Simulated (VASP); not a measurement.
# C (P6_3/mmc) in VASP: notebook, part 2 of 2

VASP 6.6.1. The steps go on from the part before.

## Step 3: Single point, LDA (mode 21 frozen in at +0.036 Å, strain +e along z and -e/2 along x and y +0.0233)

The COD entry that gives the cell may itself be a prediction, so a difference from it is no test against experiment.

INCAR reads:

```
  PREC = Accurate
  ENCUT = 520
  EDIFF = 1E-7
  ISMEAR = 0
  SIGMA = 0.05
  LREAL = False
  LASPH = True
  NELM = 80
  ALGO = Normal
  ISIF = 2
  LWAVE = False
  LCHARG = False
  NBANDS = 26
```

KPOINTS reads:

```
Automatic mesh
0
Gamma
  12 12 4
```

POSCAR reads:

```
C
1.0
    2.4606208111      0.0000000000      0.0000000000
   -1.2303104055      2.1309601315      0.0000000000
    0.0000000000      0.0000000000      8.4056584863
C
8
Direct
    0.0000000000      0.0000000000      0.0973191510
    0.0000000000      0.0000000000      0.5973191510
    0.0000000000      0.0000000000      0.4026808490
    0.0000000000      0.0000000000      0.9026808490
    0.3333333333      0.6666666667      0.1521368824
    0.6666666667      0.3333333333      0.6521368824
    0.3333333333      0.6666666667      0.3478631176
    0.6666666667      0.3333333333      0.8478631176
```

Potentials or basis: VASP PAW LDA potentials, release 64 (C).

Run with:

```bash
cat potpaw_LDA.64/C/POTCAR > POTCAR
mpirun -np 1 vasp_std > vasp.out
```

OUTCAR:

```text
PREC = Accurate
   ENCUT = 520
   EDIFF = 1E-7
   ISMEAR = 0
   LREAL = False
   LASPH = True
   NELM = 80
   ISIF = 2

 ion  position               nearest neighbor table
   1  0.000  0.000  0.097-   5 1.49   5 1.49   5 1.49   4 1.64
   2  0.000  0.000  0.597-   6 1.49   6 1.49   6 1.49   3 1.64
   3  0.000  0.000  0.403-   7 1.49   7 1.49   7 1.49   2 1.64
   4  0.000  0.000  0.903-   8 1.49   8 1.49   8 1.49   1 1.64
   5  0.333  0.667  0.152-   1 1.49   1 1.49   1 1.49   7 1.65
   6  0.667  0.333  0.652-   2 1.49   2 1.49   2 1.49   8 1.65
   7  0.333  0.667  0.348-   3 1.49   3 1.49   3 1.49   5 1.65
   8  0.667  0.333  0.848-   4 1.49   4 1.49   4 1.49   6 1.65

  LATTYP: Found a hexagonal cell.
 ALAT       =     2.4606208111
 C/A-ratio  =     3.4160722564

  Lattice vectors:

 A1 = (   2.4606208111,   0.0000000000,   0.0000000000)
 A2 = (  -1.2303104055,   2.1309601315,   0.0000000000)
 A3 = (   0.0000000000,   0.0000000000,   8.4056584863)

Analysis of symmetry for initial positions (statically):
=====================================================================
 Subroutine PRICEL returns:
 Original cell was already a primitive cell.

 Routine SETGRP: Setting up the symmetry group for a
 hexagonal supercell.

 Subroutine GETGRP returns: Found 24 space group operations
 (whereof 12 operations were pure point group operations)
 out of a pool of 24 trial point group operations.

The static configuration has the point symmetry D_3d.
 The point group associated with its full space group is D_6h.

Analysis of symmetry for dynamics (positions and initial velocities):
=====================================================================
 Subroutine PRICEL returns:
 Original cell was already a primitive cell.

 Routine SETGRP: Setting up the symmetry group for a
 hexagonal supercell.

 Subroutine GETGRP returns: Found 24 space group operations
[... 133 lines left out ...]
   IALGO  =     38    algorithm
   IMIX   =      4    mixing-type and parameters
     AMIX     =   0.40;   BMIX     =  1.00
     AMIX_MAG =   1.60;   BMIX_MAG =  1.00
  volume/ion in A,a.u.               =       5.51        37.18
  Fermi-wavevector in a.u.,A,eV,Ry     =   1.471389  2.780522 29.456426  2.164986
  Thomas-Fermi vector in A             =   2.586531
   LORBIT       =      0    0 simple, 1 ext, 2 COOP (PROOUT), +10 PAW based schemes
   GGA     = CA    functional components
   LHFCALC =     F    Hartree Fock is set to
   AEXX    =    0.0000 exact exchange contribution
   IVDW    =     0    specifies the selected vdW correction
   LEPSILON=     F    determine dielectric tensor
   LRPA    =     F    only Hartree local field effects (RPA)
 non-spin polarized calculation
 Gauss-broadening in eV      SIGMA  =   0.05
  energy-cutoff  :      520.00
  volume of cell :       44.07
 maximum number of plane-waves:      1210
   NGX =  9   NGY =  9   NGZ = 31

 number of electron      31.9999997 magnetization

 Free energy of the ion-electron system (eV)
  ---------------------------------------------------
  ext. energy  EPLUGINS =         0.00000000
  ---------------------------------------------------
  free energy    TOTEN  =       -80.47739079 eV

  energy without entropy =      -80.47739079  energy(sigma->0) =      -80.47739079

 E-fermi :  11.4384     XC(G=0): -13.6328

 val. band max:       11.1701305797   @ k =   0.0000   0.0000   0.0000
 cond. band min:      13.8773565613   @ k =   0.0000   0.0000   0.0000
 fundamental gap:      2.7072259816
 Fermi energy:        11.4383794305

 k-point     1 :       0.0000    0.0000    0.0000
  band No.  band energies     occupation
      1     -11.6089      2.00000
      2      -9.9834      2.00000
      3      -9.9681      2.00000
      4      -6.3747      2.00000
      5      -3.1575      2.00000
      6       3.3038      2.00000
[... 685 lines left out ...]
     25      21.8542      0.00000
     26      21.9661      0.00000

 [... further k-points ...]
[... 5 lines left out ...]
  --------------------------------------------------------------------------------------
  -------------------------------------------------------------------------------------
  Total        5.5032199      5.5032199     -5.7192857      0.0000000     -0.0000000      0.0000000
  in kB      200.0486795    200.0486795   -207.9029336      0.0000000     -0.0000000      0.0000000
  external PRESSURE =      64.0648085 kB  Pullay stress =       0.0000000 kB

 VOLUME and BASIS-vectors are now :
 -----------------------------------------------------------------------------
  energy-cutoff  :      520.00
  volume of cell :       44.07
      direct lattice vectors                 reciprocal lattice vectors
     2.460620811  0.000000000  0.000000000     0.406401505  0.234636018  0.000000000
    -1.230310406  2.130960132  0.000000000     0.000000000  0.469272036  0.000000000
     0.000000000  0.000000000  8.405658486     0.000000000  0.000000000  0.118967479

 POSITION                                       TOTAL-FORCE (eV/Angst)
 -----------------------------------------------------------------------------------
      0.00000      0.00000      0.81803        -0.000000      0.000000     -2.214691
      0.00000      0.00000      5.02086        -0.000000     -0.000000     -2.214691
      0.00000      0.00000      3.38480        -0.000000      0.000000      2.214691
      0.00000      0.00000      7.58763         0.000000     -0.000000      2.214691
     -0.00000      1.42064      1.27881         0.000000     -0.000000      1.835146
      1.23031      0.71032      5.48164         0.000000     -0.000000      1.835146
     -0.00000      1.42064      2.92402         0.000000      0.000000     -1.835146
      1.23031      0.71032      7.12685        -0.000000     -0.000000     -1.835146
 -----------------------------------------------------------------------------------
    total drift:                                0.000000      0.000000      0.000000

  FREE ENERGIE OF THE ION-ELECTRON SYSTEM (eV)
  ---------------------------------------------------
  free  energy   TOTEN  =       -80.4773907885 eV

  energy  without entropy=      -80.4773907885  energy(sigma->0) =      -80.47739079
```

stdout:

```text
POSCAR found type information on POSCAR C
 POSCAR found :  1 types and       8 ions
 scaLAPACK will be used
 LDA part: xc-table for (Slater(with rela. corr.)+CA(PZ))
 , standard interpolation
 POSCAR, INCAR and KPOINTS ok, starting setup
 FFT: planning ... GRIDC
 FFT: planning ... GRID_SOFT
 FFT: planning ... GRID
 WAVECAR not read
 entering main loop
```

Wall time 50 s (1 thread of AMD EPYC 7R43 (Zen 3), shared host); peak memory 0.12 GiB.

What came out:

| Item | Value |
| --- | --- |
| Free energy | -80.4774 eV |
| Pressure | 6.4 GPa |
| Largest force | 2.215 eV/Å |
| Band gap on the k mesh | 2.71 eV, direct |

Forces in eV/Å, atoms in the order of the input:
```
C    0.000  0.000 -2.215
C    0.000  0.000 -2.215
C    0.000  0.000  2.215
C    0.000  0.000  2.215
C    0.000  0.000  1.835
C    0.000  0.000  1.835
C    0.000  0.000 -1.835
C    0.000  0.000 -1.835
```

Caveat: the cell differs from its parent crystal (mode 21 frozen in at +0.036 Å, strain +e along z and -e/2 along x and y +0.0233); forces of over 1 eV/Å act on the atoms, so gaps and moduli don't describe the material at rest. A k mesh can miss the band edges.
